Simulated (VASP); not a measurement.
A run of VASP 6.6.1 is set up as follows.

File INCAR:

```
PREC = Accurate
ENCUT = 600
EDIFF = 1E-8
ISMEAR = -1
SIGMA = 0.05
LREAL = False
LASPH = True
NELM = 100
ALGO = Normal
ISIF = 3
LWAVE = False
LCHARG = False
GGA = PS
IBRION = 6
NFREE = 2
POTIM = 0.015
NSW = 1
```

KPOINTS

```
regular mesh
0
Gamma
  8 8 8
```

The input POSCAR:

```
As
1.0
    1.8807968987      1.0858785957      3.5140619945
   -1.8807968987      1.0858785957      3.5140619945
    0.0000000000     -2.1717571915      3.5140619945
As
2
Direct
    0.2260000000      0.2260000000      0.2260000000
    0.7740000000      0.7740000000      0.7740000000
```

Potentials or basis: VASP PAW PBE potentials, release 64 (As).

The run is started by

```console
$ cat potpaw_PBE.64/As/POTCAR > POTCAR
$ mpirun -np 1 vasp_std > vasp.out
```

(1) Predict the Voigt bulk modulus.

(2) Estimate the highest phonon frequency at Γ.

Results:

(1) 59 GPa.

(2) 255 cm⁻¹.

Caveat: the PAW data sets were made with another functional, which shifts forces and pressure a little.
